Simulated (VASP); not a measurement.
Set up this calculation in VASP 6.6.1, as the native input.

```
Task                   : single point
Functional             : PBE
Potentials or basis    : VASP PAW PBE potentials, release 64 (Sn_d)
Cutoff                 : 520 eV
k mesh                 : 10 × 10 × 10
Occupations            : gaussian, width 0.028 eV
Spin                   : no spin polarisation
Dipole correction      : no
Further INCAR settings : ALGO = Normal; EDIFF = 1e-06; NBANDS = 13
```

The structure of Sn lies in POSCAR:

```
Sn
1.0
   -1.8946518192      1.8946518192      1.8946518192
    1.8946518192     -1.8946518192      1.8946518192
    1.8946518192      1.8946518192     -1.8946518192
Sn
1
Direct
    0.0000000000      0.0000000000      0.0000000000
```

These files were run (other wordings do the same):

INCAR

```
PREC = Accurate
ENCUT = 520
EDIFF = 1E-6
ISMEAR = 0
SIGMA = 0.028000000000000004
LREAL = False
LASPH = True
NELM = 100
ALGO = Normal
ISIF = 2
LWAVE = False
LCHARG = False
GGA = PE
NBANDS = 13
```

KPOINTS

```
Automatic mesh
0
Gamma
  10 10 10
```

Potentials or basis: VASP PAW PBE potentials, release 64 (Sn_d).

The run is started by

```sh
$ cat potpaw_PBE.64/Sn_d/POTCAR > POTCAR
$ mpirun -np 1 vasp_std > vasp.out
```

Results of the run:

The pressure is 0.6 GPa and the band gap on the k mesh is zero (band 7 reaches 16.04 eV, above the bottom of band 8 at 5.80 eV).

Caveat: spin-orbit coupling is left out, which moves the levels of the heavy elements.

Wall time 6.8 s on 1 thread of Intel(R) Xeon(R) Platinum 8559C (Emerald Rapids), with other jobs on the host, peak memory 0.14 GiB.
